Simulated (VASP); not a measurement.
Input of a VASP 6.6.1 run:

Contents of INCAR:

```
SYSTEM = Ba
PREC     = Accurate       ! precision mode
ENCUT    = 520            ! plane-wave cutoff, eV
EDIFF    = 1E-6           ! SCF threshold, eV
ISMEAR   = -1             ! smearing method
SIGMA    = 0.1            ! smearing width, eV
LREAL    = .FALSE.        ! projectors in reciprocal space
LASPH    = .TRUE.         ! aspherical terms in the spheres
NELM     = 80             ! most SCF steps
ALGO     = Normal         ! electronic algorithm
ISIF     = 2              ! what is computed and relaxed
LWAVE    = .FALSE.        ! write WAVECAR
LCHARG   = .TRUE.         ! write CHGCAR
GGA      = PE             ! functional
LELF     = .TRUE.         ! ELF
LVHAR    = .TRUE.       
NBANDS   = 17             ! bands
```

The input KPOINTS:

```
regular mesh
0
G
  10 10 6
  0 0 0
```

The input POSCAR:

```
Ba
1.0
    3.8680672154      0.0000000000      0.0000000000
   -1.9340336077      3.3498444720      0.0000000000
    0.0000000000      0.0000000000      5.9118674229
Ba
2
Direct
    0.3333333333      0.6666666667      0.2500000000
    0.6666666667      0.3333333333      0.7500000000
```

Potentials or basis: VASP PAW PBE potentials, release 64 (Ba_sv).

Command:

```sh
$ cat potpaw_PBE.64/Ba_sv/POTCAR > POTCAR
$ mpirun -np 1 vasp_std > vasp.out
```

(1) Predict the band gap on the k mesh.

(2) What does it give for the pressure?

## Answers

(1) zero (band 10 reaches 4.15 eV, above the bottom of band 11 at 3.25 eV).

(2) 7.9 GPa.

Caveat: spin-orbit coupling is left out, which moves the levels of the heavy elements.
